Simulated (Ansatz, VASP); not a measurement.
HfC in VASP and in Ansatz

File INCAR:

```
ALGO = Normal
EDIFF = 1E-7
EDIFFG = -0.01
ENCUT = 600
GGA = PE
GGA_COMPAT = F
IBRION = 2
ISIF = 3
ISMEAR = 1
LASPH = T
LCHARG = F
LREAL = F
LWAVE = F
NELM = 120
NELMIN = 4
NSW = 80
PREC = Accurate
SIGMA = 0.1
```

File KPOINTS:

```
k-points
0
Gamma
  16 16 16
```

Contents of POSCAR:

```
HfC
1.0
    0.0000000000      2.3250000000      2.3250000000
    2.3250000000      0.0000000000      2.3250000000
    2.3250000000      2.3250000000      0.0000000000
Hf C
1 1
Direct
    0.5000000000      0.5000000000      0.5000000000
    0.0000000000      0.0000000000      0.0000000000
```

Input for Ansatz:

```yaml
crystal:
  lattice:
    bravais: fcc
    a: 4.65
  space_group: 225
  atoms:
    - { symbol: Hf, position: [0.5, 0.0, 0.0] }
    - { symbol: C, position: [0.0, 0.0, 0.0] }
  reduce_to_primitive: true
basis:
  ecutwfc: 450.0
kpoints:
  mp_grid:
    grid: [16, 16, 16]
scf:
  occupations:
    method: cold
    width: 0.1
relax:
  cell: {}
```

Alike in both runs: task relaxation of cell and atoms; functional PBE; k mesh 16 × 16 × 16; no spin polarisation.

```csv
,VASP,Ansatz
version,VASP 6.6.1,Ansatz 0.2.0
potentials or method,"VASP PAW PBE potentials, release 64 (Hf_pv, C), cutoff 600 eV","plane waves, PAW"
occupations,"methfessel-paxton of order 1, width 0.1 eV","cold, width 0.1 eV"
valence electrons in the cell,14,30
```

```tsv
	VASP	Ansatz	Ansatz less VASP
relaxed volume (Å³/atom)	12.54	12.58	+0.038
relaxed cell length with the largest relative difference (Å)	3.286	3.289	+0.0033
```

VASP's potentials hold 14 valence electrons a cell and Ansatz's 30, so a difference there can come from the potentials and not from the codes.

Neither program's run includes spin-orbit coupling.
